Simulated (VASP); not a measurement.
# Co (Im-3m) in VASP: a series of runs

Co is run at these levels: PBE; tasks: single point.

Program: VASP 6.6.1. These are calculated values, not measurements. Logs are shortened: lines on timing, memory, paths and dates and some standing lists are left out, and cuts for length are marked.

## Step 1: The cell of the first run

The structure is cubic, space group Im-3m (No. 229). Conventional cell: a = 2.717 Å, b = 2.717 Å, c = 2.717 Å, α = 90.00°, β = 90.00°, γ = 90.00°. Within 3.1 Å of Co (site symmetry m-3m) lie 14 Co at 2.35 to 2.72 Å.

## Step 2: Single point, PBE, collinear spin, ferromagnetic start

Input file INCAR:

```
ALGO = Normal
EDIFF = 1E-6
ENCUT = 600
GGA = PE
GGA_COMPAT = False
ISIF = 2
ISMEAR = -1
ISPIN = 2
LASPH = True
LCHARG = False
LMAXMIX = 4
LORBIT = 11
LREAL = False
LWAVE = False
MAGMOM = 2.02
NBANDS = 14
NELM = 200
PREC = Accurate
SIGMA = 0.1
```

Input file KPOINTS:

```
k-points
0
Gamma
  8 8 8
```

Input file POSCAR:

```
Co
1.0
   -1.3584740000      1.3584740000      1.3584740000
    1.3584740000     -1.3584740000      1.3584740000
    1.3584740000      1.3584740000     -1.3584740000
Co
1
Direct
    0.0000000000      0.0000000000      0.0000000000
```

Potentials or basis: VASP PAW PBE potentials, release 64 (Co).

Launch:

```sh
> cat potpaw_PBE.64/Co/POTCAR > POTCAR
> mpirun -np 1 vasp_std > vasp.out
```

OUTCAR:

```text
EDIFF = 1E-6
   ENCUT = 600
   GGA = PE
   ISIF = 2
   ISMEAR = -1
   ISPIN = 2
   LASPH = True
   LORBIT = 11
   LREAL = False
   NELM = 200
   PREC = Accurate

 ion  position               nearest neighbor table
   1  0.000  0.000  0.000-

  LATTYP: Found a body centered cubic cell.
 ALAT       =     2.7169480000

  Lattice vectors:

 A1 = (  -1.3584740000,   1.3584740000,   1.3584740000)
 A2 = (   1.3584740000,  -1.3584740000,   1.3584740000)
 A3 = (   1.3584740000,   1.3584740000,  -1.3584740000)

Analysis of symmetry for initial positions (statically):
=====================================================================
 Subroutine PRICEL returns:
 Original cell was already a primitive cell.

 Routine SETGRP: Setting up the symmetry group for a
 body centered cubic supercell.

 Subroutine GETGRP returns: Found 48 space group operations
 (whereof 48 operations were pure point group operations)
 out of a pool of 48 trial point group operations.

The static configuration has the point symmetry O_h .

Analysis of symmetry for dynamics (positions and initial velocities):
=====================================================================
 Subroutine PRICEL returns:
 Original cell was already a primitive cell.

 Routine SETGRP: Setting up the symmetry group for a
 body centered cubic supercell.

 Subroutine GETGRP returns: Found 48 space group operations
 (whereof 48 operations were pure point group operations)
 out of a pool of 48 trial point group operations.

The dynamic configuration has the point symmetry O_h .

Analysis of structural, dynamic, and magnetic symmetry:
=====================================================================
 Subroutine PRICEL returns:
 Original cell was already a primitive cell.

 Routine SETGRP: Setting up the symmetry group for a
 body centered cubic supercell.

 Subroutine GETGRP returns: Found 48 space group operations
 (whereof 48 operations were pure point group operations)
 out of a pool of 48 trial point group operations.

The overall configuration has the point symmetry O_h .

 Subroutine INISYM returns: Found 48 space group operations
 (whereof 48 operations are pure point group operations),
 and found     1 'primitive' translations

----------------------------------------------------------------------------------------

                                     Primitive cell

  volume of cell :      10.0280

  direct lattice vectors                    reciprocal lattice vectors
    -1.358474000  1.358474000  1.358474000     0.000000000  0.368060044  0.368060044
     1.358474000 -1.358474000  1.358474000     0.368060044  0.000000000  0.368060044
     1.358474000  1.358474000 -1.358474000     0.368060044  0.368060044  0.000000000

  length of vectors
     2.352945989  2.352945989  2.352945989     0.520515506  0.520515506  0.520515506

  position of ions in fractional coordinates (direct lattice)
     0.000000000  0.000000000  0.000000000

  ion indices of the primitive-cell ions
   primitive index   ion index
                 1           1

----------------------------------------------------------------------------------------

 KPOINTS: k-points

Automatic generation of k-mesh.
 Grid dimensions read from file:
 generate k-points for:    8    8    8

 Generating k-lattice:

  Cartesian coordinates                     Fractional coordinates (reciprocal lattice)
     0.000000000  0.046007505  0.046007505     0.125000000  0.000000000  0.000000000
     0.046007505  0.000000000  0.046007505     0.000000000  0.125000000  0.000000000
     0.046007505  0.046007505  0.000000000     0.000000000  0.000000000  0.125000000

  Length of vectors
     0.065064438  0.065064438  0.065064438

  Shift w.r.t. Gamma in fractional coordinates (k-lattice)
     0.000000000  0.000000000  0.000000000

 Subroutine IBZKPT returns following result:
 ===========================================

 Found     29 irreducible k-points:

 Following reciprocal coordinates:
            Coordinates               Weight
  0.000000  0.000000  0.000000      1.000000
  0.125000  0.000000  0.000000     12.000000
  0.250000  0.000000  0.000000     12.000000
  0.375000  0.000000  0.000000     12.000000
  0.500000  0.000000  0.000000      6.000000
  0.125000  0.125000  0.000000     24.000000
[... 16 lines left out ...]
 -0.250000  0.250000  0.250000      6.000000
 -0.375000  0.375000  0.250000     24.000000
 [... further k-points ...]
   k-points           NKPTS =     29   k-points in BZ     NKDIM =     29   number of bands    NBANDS=     14
   number of dos      NEDOS =    301   number of ions     NIONS =      1
   total plane-waves  NPLWV =   8000
   dimension x,y,z NGX =    20 NGY =   20 NGZ =   20
   dimension x,y,z NGXF=    40 NGYF=   40 NGZF=   40
   ions per type =               1
   NGX,Y,Z   is equivalent  to a cutoff of  14.13, 14.13, 14.13 a.u.
   NGXF,Y,Z  is equivalent  to a cutoff of  28.26, 28.26, 28.26 a.u.
 SYSTEM =  unknown system
   PREC   = accura    normal or accurate (medium, high low for compatibility)
   ISTART =      0    job   : 0-new  1-cont  2-samecut
   ICHARG =      2    charge: 1-file 2-atom 10-const
   ISPIN  =      2    spin polarized calculation?
   LNONCOLLINEAR =      F non collinear calculations
   LSORBIT =      F    spin-orbit coupling
   LASPH  =      T    aspherical Exc in radial PAW
   ENCUT  =  600.0 eV  44.10 Ry    6.64 a.u.   4.70  4.70  4.70*2*pi/ulx,y,z
   NELM   =    200;   NELMIN=  2; NELMDL= -5     # of ELM steps
   EDIFF  = 0.1E-05   stopping-criterion for ELM
   LREAL  =      F    real-space projection
   EDIFFG = 0.1E-04   stopping-criterion for IOM
   NSW    =      0    number of steps for IOM
   IBRION =     -1    ionic relax: 0-MD 1-quasi-New 2-CG
   NFREE  =      0    steps in history (QN), initial steepest desc. (CG)
   ISIF   =      2    stress and relaxation
   ISYM   =      2    0-nonsym 1-usesym 2-fastsym
   POTIM  = 0.5000    time-step for ionic-motion
   TEBEG  =    0.0;   TEEND  =   0.0 temperature during run
   PSTRESS=    0.0 pullay stress
   NELECT =       9.0000    total number of electrons
   NUPDOWN=      -1.0000    fix difference up-down
   EMIN   =  10.00;   EMAX   =-10.00  energy-range for DOS
   EFERMI =   0.00;   METHOD = LEGACY
   ISMEAR =    -1;   SIGMA  =   0.10  broadening in eV -4-tet -1-fermi 0-gaus
   EFERMI_NEDOS =   21; number of points for ismear=-14 and -15
   IALGO  =     38    algorithm
   IMIX   =      4    mixing-type and parameters
     AMIX     =   0.40;   BMIX     =  1.00
     AMIX_MAG =   1.60;   BMIX_MAG =  1.00
  volume/ion in A,a.u.               =      10.03        67.67
  Fermi-wavevector in a.u.,A,eV,Ry     =   1.579129  2.984122 33.928156  2.493649
  Thomas-Fermi vector in A             =   2.679555
   LORBIT       =     11    0 simple, 1 ext, 2 COOP (PROOUT), +10 PAW based schemes
   GGA     = PE    functional components
   LHFCALC =     F    Hartree Fock is set to
   AEXX    =    0.0000 exact exchange contribution
   IVDW    =     0    specifies the selected vdW correction
   LEPSILON=     F    determine dielectric tensor
   LRPA    =     F    only Hartree local field effects (RPA)
 spin polarized calculation
  energy-cutoff  :      600.00
  volume of cell :       10.03
 maximum number of plane-waves:       370
   NGX =  9   NGY =  9   NGZ =  9

 number of electron       8.9999994 magnetization       1.7652747

 Free energy of the ion-electron system (eV)
  ---------------------------------------------------
  ext. energy  EPLUGINS =         0.00000000
  ---------------------------------------------------
  free energy    TOTEN  =        -6.90561488 eV

  energy without entropy =       -6.86327028  energy(sigma->0) =       -6.88444258

 E-fermi :  11.7647     XC(G=0): -13.8785

 val. band max:       11.7282381168   @ k =   0.2500   0.1250   0.0000
 cond. band min:      11.7945170338   @ k =   0.2500   0.0000   0.0000
 fundamental gap:      0.0662789170
 Fermi energy:        11.7647479060

 spin component 1

 k-point     1 :       0.0000    0.0000    0.0000
  band No.  band energies     occupation
      1       1.9964      1.00000
      2       8.5389      1.00000
      3       8.5389      1.00000
      4       8.5389      1.00000
      5       9.8388      1.00000
      6       9.8388      1.00000
      7      37.9435      0.00000
      8      37.9435      0.00000
      9      37.9435      0.00000
     10      43.8320      0.00000
     11      43.8320      0.00000
     12      46.5144      0.00000
     13      46.5150      0.00000
     14      46.5309      0.00000
[... 375 lines left out ...]
 k-point    24 :      -0.3750    0.3750    0.2500
  band No.  band energies     occupation
      1       6.6283      1.00000
      2       7.1579      1.00000
      3       9.0193      1.00000
      4       9.4714      1.00000
      5      10.6732      0.99998
      6      13.5601      0.00000
      7      23.8209      0.00000
      8      27.0395      0.00000
      9      29.8955      0.00000
     10      33.7148      0.00000
     11      44.2159      0.00000
     12      46.3621      0.00000
     13      47.1741      0.00000
     14      50.3342      0.00000

 [... further k-points ...]

 spin component 2

 k-point     1 :       0.0000    0.0000    0.0000
  band No.  band energies     occupation
      1       2.1045      1.00000
      2      10.1112      1.00000
      3      10.1112      1.00000
      4      10.1112      1.00000
      5      12.1272      0.02597
      6      12.1272      0.02597
      7      37.7901      0.00000
      8      37.7901      0.00000
      9      37.7901      0.00000
     10      43.9704      0.00000
     11      43.9704      0.00000
     12      46.9630      0.00000
     13      46.9630      0.00000
     14      46.9631      0.00000
[... 375 lines left out ...]
 k-point    24 :      -0.3750    0.3750    0.2500
  band No.  band energies     occupation
      1       7.7211      1.00000
      2       8.8020      1.00000
      3      10.5508      0.99999
      4      11.1122      0.99854
      5      12.4284      0.00131
      6      14.7874      0.00000
      7      24.4418      0.00000
      8      27.4708      0.00000
      9      30.4078      0.00000
     10      34.0904      0.00000
     11      44.8723      0.00000
     12      46.6706      0.00000
     13      49.3671      0.00000
     14      52.2595      0.00000

 [... further k-points ...]

------------------------ aborting loop because EDIFF is reached ----------------------------------------

  FORCE on cell =-STRESS in cart. coord.  units (eV):
  Direction    XX          YY          ZZ          XY          YZ          ZX
  --------------------------------------------------------------------------------------
  -------------------------------------------------------------------------------------
  Total        1.6615299      1.6615299      1.6615299      0.0000000      0.0000000      0.0000000
  in kB      265.4634661    265.4634661    265.4634661      0.0000000      0.0000000      0.0000000
  external PRESSURE =     265.4634661 kB  Pullay stress =       0.0000000 kB

 VOLUME and BASIS-vectors are now :
 -----------------------------------------------------------------------------
  energy-cutoff  :      600.00
  volume of cell :       10.03
      direct lattice vectors                 reciprocal lattice vectors
    -1.358474000  1.358474000  1.358474000     0.000000000  0.368060044  0.368060044
     1.358474000 -1.358474000  1.358474000     0.368060044  0.000000000  0.368060044
     1.358474000  1.358474000 -1.358474000     0.368060044  0.368060044  0.000000000

 POSITION                                       TOTAL-FORCE (eV/Angst)
 -----------------------------------------------------------------------------------
      0.00000      0.00000      0.00000         0.000000      0.000000     -0.000000
 -----------------------------------------------------------------------------------
    total drift:                                0.000000     -0.000000      0.000000

  FREE ENERGIE OF THE ION-ELECTRON SYSTEM (eV)
  ---------------------------------------------------
  free  energy   TOTEN  =        -6.9056148797 eV

  energy  without entropy=       -6.8632702816  energy(sigma->0) =       -6.88444258

 total charge

# of ion       s       p       d       tot
------------------------------------------
    1        0.527   0.610   7.295   8.432

 magnetization (x)

# of ion       s       p       d       tot
------------------------------------------
    1       -0.001  -0.036   1.801   1.764
```

It took 6.2 s on 1 thread of Intel Xeon 6975P-C (Granite Rapids), shared host; peak memory 0.13 GiB.

Results:

```yaml
Free_energy: -6.9056 eV
Pressure: 26.5 GPa
Net_moment: 1.77 μB per cell
Site_moments: Co +1.76 μB
Valence_electrons_inside_the_program's_atomic_spheres: Co 8.43
```

Levels at points of the mesh, in eV from the Fermi level:
Spin up:
| k point | band 3 | band 4 | band 5 | band 6 | band 7 | band 8 |
| --- | --- | --- | --- | --- | --- | --- |
| (0.00, 0.00, 0.00) | -3.23 | -3.23 | -1.93 | -1.93 | 26.18 | 26.18 |
| (0.50, 0.00, 0.00) | -1.86 | -1.73 | -0.42 | -0.12 | 7.20 | 19.12 |
| (0.50, 0.50, 0.50) | -0.70 | -0.70 | -0.70 | 10.10 | 10.10 | 10.10 |
Spin down:
```tsv
k point	band 1	band 2	band 3	band 4	band 5	band 6	band 7	band 8
(0.00, 0.00, 0.00)	-9.66	-1.65	-1.65	-1.65	0.36	0.36	26.03	26.03
(0.50, 0.00, 0.00)	-4.90	-2.95	-0.06	0.24	0.61	1.41	8.29	19.18
(0.50, 0.50, 0.50)	-4.35	-4.35	1.10	1.10	1.10	10.29	10.29	10.29
```

Caveat: the k points lie up to 0.41 Å⁻¹ apart.

## Step 3: Single point, PBE, collinear spin, ferromagnetic start

Input file INCAR:

```
PREC = Accurate
ENCUT = 600
EDIFF = 1E-6
ISMEAR = -1
SIGMA = 0.1
LREAL = F
LASPH = T
NELM = 200
ALGO = Normal
ISIF = 2
LWAVE = F
LCHARG = T
ISPIN = 2
MAGMOM = -2.02
LORBIT = 11
LMAXMIX = 4
GGA = PE
LELF = T
LVHAR = T
NBANDS = 14
GGA_COMPAT = F
```

Input file KPOINTS:

```
regular mesh
0
Gamma
  8 8 8
```

POSCAR is that of step 2.

Potentials or basis: VASP PAW PBE potentials, release 64 (Co).

Launch:

```sh
> cat potpaw_PBE.64/Co/POTCAR > POTCAR
> mpirun -np 1 vasp_std > vasp.out
```

Run time: 6.5 s. Hardware: 1 thread of Intel Xeon 6975P-C (Granite Rapids), shared host; peak memory 0.13 GiB.

Results (log left out):

* Free energy: -6.9056 eV
* Pressure: 26.5 GPa
* Net moment: -1.77 μB per cell
* Site moments: Co -1.76 μB
* Valence electrons inside the program's atomic spheres: Co 8.43

Levels at points of the mesh, in eV from the Fermi level:
Spin up:
```csv
k point,band 1,band 2,band 3,band 4,band 5,band 6,band 7,band 8
"(0.00, 0.00, 0.00)",-9.66,-1.65,-1.65,-1.65,0.36,0.36,26.03,26.03
"(0.50, 0.00, 0.00)",-4.90,-2.95,-0.06,0.24,0.61,1.41,8.29,19.18
"(0.50, 0.50, 0.50)",-4.35,-4.35,1.10,1.10,1.10,10.29,10.29,10.29
```
Spin down:
```
           k point  band 1  band 2  band 3  band 4  band 5  band 6  band 7  band 8  band 9  band 10
(0.00, 0.00, 0.00)   -9.77   -3.23   -3.23   -3.23   -1.93   -1.93   26.18   26.18   26.18    32.07
(0.50, 0.00, 0.00)   -5.97   -4.36   -1.86   -1.73   -0.42   -0.12    7.20   19.12   21.24    24.77
(0.50, 0.50, 0.50)   -5.89   -5.89   -0.70   -0.70   -0.70   10.10   10.10   10.10   16.13    16.13
```

Caveat: the k points lie up to 0.41 Å⁻¹ apart.
